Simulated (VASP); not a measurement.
Here is a VASP 6.6.1 calculation.

INCAR

```
PREC = Accurate
ENCUT = 520
EDIFF = 1E-7
ISMEAR = 0
SIGMA = 0.05
LREAL = F
LASPH = T
NELM = 150
ALGO = Fast
ISIF = 2
LWAVE = F
LCHARG = T
ISPIN = 2
MAGMOM = 1.72 1.72
LORBIT = 11
LMAXMIX = 4
LELF = T
LVHAR = T
NBANDS = 20
```

KPOINTS

```
Automatic mesh
0
Gamma
  20 20 12
```

File POSCAR:

```
Co
1.0
    2.4294651523      0.0000000000      0.0000000000
   -1.2147325761      2.1039785395      0.0000000000
    0.0000000000      0.0000000000      3.9179744593
Co
2
Direct
    0.3333333333      0.6666666667      0.2500000000
    0.6666666667      0.3333333333      0.7500000000
```

Potentials or basis: VASP PAW LDA potentials, release 64 (Co).

Launch:

```sh
$ cat potpaw_LDA.64/Co/POTCAR > POTCAR
$ mpirun -np 1 vasp_std > vasp.out
```

(1) What does it give for the net moment?

(2) Predict the pressure.

Answers

(1) 2.98 μB per cell.

(2) -1.2 GPa.
